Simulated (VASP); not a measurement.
# SiO2 (I-42d) in VASP: a series of runs, part 2 of 2

VASP 6.6.1. Earlier steps stand in the parts before.

### Step 3. Single point, PBEsol (volume scaled by 0.96)

The input, INCAR:

```
SYSTEM = SiO2
ALGO = Normal
EDIFF = 1E-6
ENCUT = 520
GGA = PS
ISIF = 2
ISMEAR = -1
LASPH = .TRUE.
LCHARG = .FALSE.
LREAL = .FALSE.
LWAVE = .FALSE.
NBANDS = 25
NELM = 100
PREC = Accurate
SIGMA = 0.05
```

The input, KPOINTS:

```
k-points
0
G
  8 8 8
  0 0 0
```

The input, POSCAR:

```
SiO2
1.0
   -2.4438094603      2.4438094603      3.6062642229
    2.4438094603     -2.4438094603      3.6062642229
    2.4438094603      2.4438094603     -3.6062642229
Si O
2 4
Direct
    0.7500000000      0.2500000000      0.5000000000
    0.0000000000      0.0000000000      0.0000000000
    0.8750000000      0.0282138700      0.6532138700
    0.7782138700      0.1250000000      0.1532138700
    0.9717861300      0.6250000000      0.8467861300
    0.3750000000      0.2217861300      0.3467861300
```

Potentials or basis: VASP PAW PBE potentials, release 64 (Si, O).

Command:

```console
$ cat potpaw_PBE.64/Si/POTCAR potpaw_PBE.64/O/POTCAR > POTCAR
$ mpirun -np 1 vasp_std > vasp.out
```

OUTCAR:

```text
SYSTEM = SiO2
   EDIFF = 1E-6
   ENCUT = 520
   GGA = PS
   ISIF = 2
   ISMEAR = -1
   LASPH = .TRUE.
   LREAL = .FALSE.
   NELM = 100
   PREC = Accurate

 ion  position               nearest neighbor table
   1  0.750  0.250  0.500-   3 1.59   5 1.59   6 1.59   4 1.59   2 3.04   2 3.04   2 3.04   2 3.04

   2  0.000  0.000  0.000-   4 1.59   5 1.59   6 1.59   3 1.59   1 3.04   1 3.04   1 3.04   1 3.04

   3  0.875  0.028  0.653-   1 1.59   2 1.59
   4  0.778  0.125  0.153-   2 1.59   1 1.59
   5  0.972  0.625  0.847-   1 1.59   2 1.59
   6  0.375  0.222  0.347-   1 1.59   2 1.59

  LATTYP: Found a body centered tetragonal cell.
 ALAT       =     4.8876189206
 C/A-ratio  =     1.4756732395

  Lattice vectors:

 A1 = (  -2.4438094603,   2.4438094603,   3.6062642229)
 A2 = (   2.4438094603,  -2.4438094603,   3.6062642229)
 A3 = (   2.4438094603,   2.4438094603,  -3.6062642229)

Analysis of symmetry for initial positions (statically):
=====================================================================
 Subroutine PRICEL returns:
 Original cell was already a primitive cell.

 Routine SETGRP: Setting up the symmetry group for a
 body centered tetragonal supercell.

 Subroutine GETGRP returns: Found  8 space group operations
 (whereof  4 operations were pure point group operations)
 out of a pool of 16 trial point group operations.

The static configuration has the point symmetry S_4 .
 The point group associated with its full space group is D_2d.

Analysis of symmetry for dynamics (positions and initial velocities):
=====================================================================
 Subroutine PRICEL returns:
 Original cell was already a primitive cell.

 Routine SETGRP: Setting up the symmetry group for a
 body centered tetragonal supercell.

 Subroutine GETGRP returns: Found  8 space group operations
 (whereof  4 operations were pure point group operations)
 out of a pool of 16 trial point group operations.

The dynamic configuration has the point symmetry S_4 .
 The point group associated with its full space group is D_2d.

[... 129 lines left out ...]
  Thomas-Fermi vector in A             =   2.313170
   LORBIT       =      0    0 simple, 1 ext, 2 COOP (PROOUT), +10 PAW based schemes
   GGA     = PS    functional components
   LHFCALC =     F    Hartree Fock is set to
   AEXX    =    0.0000 exact exchange contribution
   IVDW    =     0    specifies the selected vdW correction
   LEPSILON=     F    determine dielectric tensor
   LRPA    =     F    only Hartree local field effects (RPA)
 non-spin polarized calculation
  energy-cutoff  :      520.00
  volume of cell :       86.15
 maximum number of plane-waves:      2336
 NGX is ok and might be reduce to    40
   NGX = 19   NGY = 19   NGZ = 19

 number of electron      32.0000008 magnetization

 Free energy of the ion-electron system (eV)
  ---------------------------------------------------
  ext. energy  EPLUGINS =         0.00000000
  ---------------------------------------------------
  free energy    TOTEN  =       -49.20031442 eV

  energy without entropy =      -49.20031442  energy(sigma->0) =      -49.20031442

 E-fermi :   0.8971     XC(G=0):  -8.4661

 val. band max:       -0.2320328602   @ k =   0.0000   0.0000   0.0000
 cond. band min:       5.8688739081   @ k =   0.0000   0.0000   0.0000
 fundamental gap:      6.1009067683
 Fermi energy:         0.8970749179

 k-point     1 :       0.0000    0.0000    0.0000
  band No.  band energies     occupation
      1     -19.6078      2.00000
      2     -17.3800      2.00000
      3     -17.3800      2.00000
      4     -17.3172      2.00000
      5      -9.5959      2.00000
      6      -5.9033      2.00000
[... 661 lines left out ...]
     24      13.3147      0.00000
     25      13.6839      0.00000

 [... further k-points ...]

------------------------ aborting loop because EDIFF is reached ----------------------------------------

  FORCE on cell =-STRESS in cart. coord.  units (eV):
  Direction    XX          YY          ZZ          XY          YZ          ZX
  --------------------------------------------------------------------------------------
  -------------------------------------------------------------------------------------
  Total        5.5480242      5.5480242      5.4495884      0.0000000      0.0000000      0.0000000
  in kB      103.1802829    103.1802829    101.3496062      0.0000000      0.0000000      0.0000000
  external PRESSURE =     102.5700573 kB  Pullay stress =       0.0000000 kB

 VOLUME and BASIS-vectors are now :
 -----------------------------------------------------------------------------
  energy-cutoff  :      520.00
  volume of cell :       86.15
      direct lattice vectors                 reciprocal lattice vectors
    -2.443809460  2.443809460  3.606264223     0.000000000  0.204598602  0.138647633
     2.443809460 -2.443809460  3.606264223     0.204598602  0.000000000  0.138647633
     2.443809460  2.443809460 -3.606264223     0.204598602  0.204598602  0.000000000

 POSITION                                       TOTAL-FORCE (eV/Angst)
 -----------------------------------------------------------------------------------
      0.00000      2.44381      1.80313        -0.000000      0.000000      0.000000
      0.00000      0.00000      0.00000        -0.000000     -0.000000     -0.000000
     -0.47305      3.66571      0.90157        -0.655395      0.000000      0.000000
     -1.22190      1.97076      2.70470        -0.000000     -0.655395      0.000000
      1.22190      2.91686      2.70470        -0.000000      0.655395     -0.000000
      0.47305      1.22190      0.90157         0.655395      0.000000     -0.000000
 -----------------------------------------------------------------------------------
    total drift:                               -0.000001     -0.000001     -0.000002

  FREE ENERGIE OF THE ION-ELECTRON SYSTEM (eV)
  ---------------------------------------------------
  free  energy   TOTEN  =       -49.2003144210 eV

  energy  without entropy=      -49.2003144210  energy(sigma->0) =      -49.20031442
```

stdout:

```text
POSCAR found type information on POSCAR SiO
 POSCAR found :  2 types and       6 ions
 scaLAPACK will be used
 -----------------------------------------------------------------------------
|                                                                             |
|                                                                             |
|     You enforced a specific xc type in the INCAR file but a different       |
|     I HOPE YOU KNOW WHAT YOU ARE DOING!                                     |
|                                                                             |
 -----------------------------------------------------------------------------

 LDA part: xc-table for (Slater+PW92), standard interpolation
 POSCAR, INCAR and KPOINTS ok, starting setup
 FFT: planning ... GRIDC
 FFT: planning ... GRID_SOFT
 FFT: planning ... GRID
 WAVECAR not read
 entering main loop
```

Run time: 1.8 min. Hardware: 1 thread of Intel Xeon Platinum 8559C (Emerald Rapids), shared host; peak memory 0.27 GiB.

Results:

```yaml
Free_energy: -49.2003 eV
Pressure: 10.3 GPa
Largest_force: 0.655 eV/Å
Band_gap_on_the_k_mesh: 6.10 eV, direct
```

Forces on the atoms (eV/Å):
```
Si   0.000  0.000  0.000
Si   0.000  0.000  0.000
O   -0.655  0.000  0.000
O    0.000 -0.655  0.000
O    0.000  0.655  0.000
O    0.655  0.000  0.000
```

Levels at points of the mesh, in eV from the valence-band top:
```
           k point  band 14  band 15  band 16  band 17  band 18  band 19
(0.00, 0.00, 0.00)    -0.67     0.00     0.00     6.10     8.88    10.85
(0.50, 0.00, 0.00)    -0.82    -0.52    -0.14     8.55     9.10     9.79
(0.50, 0.50, 0.00)    -1.05    -0.35    -0.35     9.32     9.32    10.49
(0.50, 0.50, 0.50)    -1.55    -0.35    -0.35     9.09     9.09    10.44
```

Caveat: the cell differs from its parent crystal (volume scaled by 0.96); the PAW data sets were made with another functional, which shifts forces and pressure a little. A k mesh can miss the band edges.

### Step 4. Single point, PBEsol (volume scaled by 0.98)

The input, INCAR:

```
PREC = Accurate
ENCUT = 520
EDIFF = 1E-6
ISMEAR = -1
SIGMA = 0.05
LREAL = False
LASPH = True
NELM = 60
ALGO = Normal
ISIF = 2
LWAVE = False
LCHARG = False
GGA = PS
NBANDS = 25
```

The input, KPOINTS:

```
regular mesh
0
Gamma
  8 8 8
```

POSCAR: that of step 3 with these lines changed.

```diff
@@ -2,5 +2,5 @@
 1.0
-   -2.4438094603      2.4438094603      3.6062642229
-    2.4438094603     -2.4438094603      3.6062642229
-    2.4438094603      2.4438094603     -3.6062642229
+   -2.4606638512      2.4606638512      3.6311357966
+    2.4606638512     -2.4606638512      3.6311357966
+    2.4606638512      2.4606638512     -3.6311357966
 Si O
```

Command:

```console
$ cat potpaw_PBE.64/Si/POTCAR potpaw_PBE.64/O/POTCAR > POTCAR
$ mpirun -np 1 vasp_std > vasp.out
```

Run time: 2.3 min. Hardware: 1 thread of Intel Xeon Platinum 8559C (Emerald Rapids), shared host; peak memory 0.28 GiB.

Results (log left out):

```
Free energy            : -49.2950 eV
Pressure               : 6.3 GPa
Largest force          : 0.403 eV/Å
Band gap on the k mesh : 6.00 eV, direct
```

Forces in eV/Å, atoms in the order of the input:
```
Si   0.000  0.000  0.000
Si   0.000  0.000  0.000
O   -0.403  0.000  0.000
O    0.000 -0.403  0.000
O    0.000  0.403  0.000
O    0.403  0.000  0.000
```

Stress tensor (GPa, compression positive):
```
6.35 0.00 0.00
0.00 6.35 0.00
0.00 0.00 6.22
```

Levels at points of the mesh, in eV from the valence-band top:
```csv
k point,band 13,band 14,band 15,band 16,band 17,band 18,band 19,band 20
"(0.00, 0.00, 0.00)",-1.60,-0.68,0.00,0.00,6.00,8.79,10.68,10.68
"(0.50, 0.00, 0.00)",-1.56,-0.81,-0.51,-0.14,8.37,9.03,9.72,10.30
"(0.50, 0.50, 0.00)",-1.02,-1.02,-0.35,-0.35,9.22,9.22,10.32,10.32
"(0.50, 0.50, 0.50)",-1.51,-1.51,-0.34,-0.34,8.98,8.98,10.31,10.31
```

Caveat: the cell differs from its parent crystal (volume scaled by 0.98); the PAW data sets were made with another functional, which shifts forces and pressure a little.

### Step 5. Single point, PBEsol

This run uses another cell than the first one, of 14.96 Å³/atom, 1.064 times its volume.

The input, INCAR:

```
SYSTEM = SiO2
ALGO     = Normal         ! electronic algorithm
EDIFF    = 1E-6           ! SCF threshold, eV
ENCUT    = 520            ! plane-wave cutoff, eV
GGA      = PS             ! functional
ISIF     = 2              ! what is computed and relaxed
ISMEAR   = -1             ! smearing method
LASPH    = .True.         ! aspherical terms in the spheres
LCHARG   = .True.         ! write CHGCAR
LELF     = .True.         ! ELF
LREAL    = .False.        ! projectors in reciprocal space
LVHAR    = .True.       
LWAVE    = .False.        ! write WAVECAR
NBANDS   = 25             ! bands
NELM     = 100            ! most SCF steps
PREC     = Accurate       ! precision mode
SIGMA    = 0.05           ! smearing width, eV
```

The input, KPOINTS:

```
k-points
0
Gamma
  8 8 8
  0 0 0
```

POSCAR: that of step 4 with these lines changed.

```diff
@@ -2,5 +2,5 @@
 1.0
-   -2.4606638512      2.4606638512      3.6311357966
-    2.4606638512     -2.4606638512      3.6311357966
-    2.4606638512      2.4606638512     -3.6311357966
+   -2.4772904627      2.4772904627      3.6556712422
+    2.4772904627     -2.4772904627      3.6556712422
+    2.4772904627      2.4772904627     -3.6556712422
 Si O
```

Command:

```console
$ cat potpaw_PBE.64/Si/POTCAR potpaw_PBE.64/O/POTCAR > POTCAR
$ mpirun -np 1 vasp_std > vasp.out
```

Run time: 2.1 min. Hardware: 1 thread of Intel Xeon Platinum 8559C (Emerald Rapids), shared host; peak memory 0.27 GiB.

The run converged. Its results:

```yaml
Free_energy: -49.3476 eV
Pressure: 2.7 GPa
Largest_force: 0.170 eV/Å
Band_gap_on_the_k_mesh: 5.89 eV, direct
```

Forces on the atoms (eV/Å):
```
Si   0.000  0.000  0.000
Si   0.000  0.000  0.000
O   -0.170  0.000  0.000
O    0.000 -0.170  0.000
O    0.000  0.170  0.000
O    0.170  0.000  0.000
```

Stress tensor (GPa, compression positive):
```
2.76 0.00 0.00
0.00 2.76 0.00
0.00 0.00 2.68
```

Levels at points of the mesh, in eV from the valence-band top:
```csv
k point,band 12,band 13,band 14,band 15,band 16,band 17,band 18,band 19,band 20,band 21
"(0.00, 0.00, 0.00)",-1.62,-1.57,-0.68,0.00,0.00,5.89,8.70,10.52,10.52,10.71
"(0.50, 0.00, 0.00)",-1.65,-1.52,-0.79,-0.50,-0.14,8.18,8.97,9.66,10.14,10.74
"(0.50, 0.50, 0.00)",-2.11,-0.99,-0.99,-0.34,-0.34,9.10,9.10,10.15,10.15,11.08
"(0.50, 0.50, 0.50)",-2.12,-1.49,-1.49,-0.33,-0.33,8.88,8.88,10.18,10.18,11.69
```

Caveat: the PAW data sets were made with another functional, which shifts forces and pressure a little.

### Step 6. Single point, PBEsol (volume scaled by 1.02)

The input, INCAR:

```
SYSTEM = SiO2
  PREC = Accurate
  ENCUT = 520
  EDIFF = 1E-6
  ISMEAR = -1
  SIGMA = 0.05
  LREAL = .FALSE.
  LASPH = .TRUE.
  NELM = 100
  ALGO = Normal
  ISIF = 2
  LWAVE = .FALSE.
  LCHARG = .FALSE.
  GGA = PS
  NBANDS = 25
```

The input, KPOINTS:

```
Automatic mesh
0
G
  8 8 8
  0 0 0
```

POSCAR: that of step 5 with these lines changed.

```diff
@@ -2,5 +2,5 @@
 1.0
-   -2.4772904627      2.4772904627      3.6556712422
-    2.4772904627     -2.4772904627      3.6556712422
-    2.4772904627      2.4772904627     -3.6556712422
+   -2.4936968379      2.4936968379      3.6798816911
+    2.4936968379     -2.4936968379      3.6798816911
+    2.4936968379      2.4936968379     -3.6798816911
 Si O
```

Potentials or basis: VASP PAW PBE potentials, release 64 (Si, O).

Command:

```console
$ cat potpaw_PBE.64/Si/POTCAR potpaw_PBE.64/O/POTCAR > POTCAR
$ mpirun -np 1 vasp_std > vasp.out
```

Run time: 1.8 min. Hardware: 1 thread of Intel Xeon Platinum 8559C (Emerald Rapids), shared host; peak memory 0.28 GiB.

Results (log left out):

```yaml
Free_energy: -49.3619 eV
Pressure: -0.5 GPa
Largest_force: 0.045 eV/Å
Band_gap_on_the_k_mesh: 5.78 eV, direct
```

Forces on the atoms (eV/Å):
```
Si   0.000  0.000  0.000
Si   0.000  0.000  0.000
O    0.045  0.000  0.000
O    0.000  0.045  0.000
O    0.000 -0.045  0.000
O   -0.045  0.000  0.000
```

Levels at points of the mesh, in eV from the valence-band top:
| k point | band 13 | band 14 | band 15 | band 16 | band 17 | band 18 | band 19 | band 20 |
| --- | --- | --- | --- | --- | --- | --- | --- | --- |
| (0.00, 0.00, 0.00) | -1.53 | -0.69 | 0.00 | 0.00 | 5.78 | 8.61 | 10.35 | 10.35 |
| (0.50, 0.00, 0.00) | -1.48 | -0.78 | -0.49 | -0.14 | 7.98 | 8.90 | 9.59 | 9.98 |
| (0.50, 0.50, 0.00) | -0.96 | -0.96 | -0.34 | -0.34 | 8.97 | 8.97 | 9.98 | 9.98 |
| (0.50, 0.50, 0.50) | -1.46 | -1.46 | -0.32 | -0.32 | 8.76 | 8.76 | 10.06 | 10.06 |

Caveat: the cell differs from its parent crystal (volume scaled by 1.02); the PAW data sets were made with another functional, which shifts forces and pressure a little. A k mesh can miss the band edges.

### Step 7. The runs side by side

```tsv
cell	gap on the mesh (eV)	pressure (GPa)	largest force (eV/Å)
a = 4.960 Å, angles 121.4, 121.4, 87.6°, 6 atoms	6.20	14.6	0.93
a = 4.995 Å, angles 121.4, 121.4, 87.6°, 6 atoms	6.10	10.3	0.66
a = 5.029 Å, angles 121.4, 121.4, 87.6°, 6 atoms	6.00	6.3	0.40
a = 5.063 Å, angles 121.4, 121.4, 87.6°, 6 atoms	5.89	2.7	0.17
a = 5.097 Å, angles 121.4, 121.4, 87.6°, 6 atoms	5.78	-0.5	0.04
```

Alike in all rows: task single point; level PBEsol; potentials or basis VASP PAW PBE potentials, release 64 (Si, O); no spin polarisation; k mesh 8 × 8 × 8; cutoff (eV) 520; smearing fermi-dirac 0.05 eV.

Caveats: the PAW data sets were made with another functional, which shifts forces and pressure a little.

Absolute energies hang on the potentials; compare differences alone.
